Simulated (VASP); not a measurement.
# Ba: single point with revPBE

The system is Ba.

```
Ba
1.0
     7.35303    0.00000    0.00000
    -3.67651    6.36791    0.00000
     0.00000    0.00000    4.36810
Ba
3
Direct
  0.00000 0.00000 0.00000
  0.33333 0.66667 0.50000
  0.66667 0.33333 0.50000
```

This isn't the form of Ba at room conditions, which is bcc.

| Property | Result |
| --- | --- |
| Program | VASP 6.6.1 |
| Task | single point |
| Functional | revPBE |
| Potentials or basis | VASP PAW PBE potentials, release 64 (Ba_sv) |
| Cutoff | 520 eV |
| k mesh | 7 × 7 × 10 |
| Occupations | fermi-dirac, width 0.1 eV |
| Spin | no spin polarisation |
| Dipole correction | no |
| Further INCAR settings | ALGO = Normal; EDIFF = 1e-07; NBANDS = 22 |

```yaml
Pressure: 0.0 GPa
Band_gap_on_the_k_mesh: zero (bands 15 and 16 overlap by 0.63 eV)
```

Levels at points of the mesh, in eV from the Fermi level:
| k point | band 11 | band 12 | band 13 | band 14 | band 15 | band 16 | band 17 | band 18 | band 19 | band 20 |
| --- | --- | --- | --- | --- | --- | --- | --- | --- | --- | --- |
| (0.00, 0.00, 0.00) | -14.07 | -14.05 | -2.71 | -0.27 | 0.39 | 0.39 | 0.44 | 0.44 | 0.54 | 1.42 |
| (0.00, 0.00, 0.50) | -14.13 | -14.13 | -0.73 | -0.30 | -0.30 | -0.24 | -0.04 | -0.04 | 1.44 | 1.44 |

Wall time 2.8 min on 1 thread of Intel(R) Xeon(R) Platinum 8488C (Sapphire Rapids), on a shared host, peak memory 0.39 GiB.

Caveat: the PAW data sets were made with another functional, which shifts forces and pressure a little; spin-orbit coupling is left out, which moves the levels of the heavy elements.
